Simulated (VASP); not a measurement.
**Al: relaxation of cell and atoms with PBEsol**

Crystal: Al.

```xyz
1
Lattice="-1.5912 1.5912 1.5912 1.5912 -1.5912 1.5912 1.5912 1.5912 -1.5912" Properties=species:S:1:pos:R:3 pbc="T T T"
Al    0.0000    0.0000    0.0000
```

```yaml
Program: VASP 6.6.1
Task: relaxation of cell and atoms
Functional: PBEsol
Potentials_or_basis: VASP PAW PBE potentials, release 64 (Al)
Cutoff: 600 eV
k_mesh: 12 × 12 × 12
Occupations: fermi-dirac, width 0.05 eV
Spin: no spin polarisation
Target_pressure: 10 GPa
Dipole_correction: no
Further_INCAR_settings: ALGO = Normal; EDIFF = 1e-07; IBRION = 2; EDIFFG = -0.01; NSW = 60; ISIF = 3
```

```
Relaxed volume                                         : 14.88 Å³/atom
Relaxed cell                                           : a = 2.684 Å, b = 2.684 Å, c = 2.684 Å, α = 109.47°, β = 109.47°, γ = 109.47°
Space group after relaxing (to 0.05 Å)                 : Im-3m (No. 229)
Energy change on relaxing (the enthalpy is what falls) : +45.4 meV/atom
Ionic steps                                            : 3
Pressure after relaxing                                : 10.0 GPa
```

Step by step:
```csv
step,energy change (eV),largest force (eV/Å),pressure (GPa),volume (Å³)
1,0.0000,0.0000,2.32,16.12
2,0.0831,0.0000,14.19,14.38
3,0.0454,0.0000,10.00,14.88
```

Final structure:
```xyz
1
Lattice="-1.5495 1.5495 1.5495 1.5495 -1.5495 1.5495 1.5495 1.5495 -1.5495" Properties=species:S:1:pos:R:3 pbc="T T T"
Al    0.0000    0.0000    0.0000
```

Levels at points of the mesh, in eV from the Fermi level:
| k point | band 1 | band 2 | band 3 | band 4 | band 5 |
| --- | --- | --- | --- | --- | --- |
| (0.00, 0.00, 0.00) | -11.86 | 13.88 | 13.88 | 13.88 | 16.26 |
| (0.50, 0.00, 0.00) | -4.71 | -3.98 | 8.50 | 8.98 | 10.71 |
| (0.50, 0.50, 0.50) | 2.06 | 2.06 | 2.06 | 2.81 | 2.81 |

It took 7 s on 1 thread of Intel Xeon 6975P-C (shared host), peak memory 0.13 GiB.

Caveat: the cell is relaxed towards a set pressure, so the enthalpy falls and the energy may rise; the PAW data sets were made with another functional, which shifts forces and pressure a little.
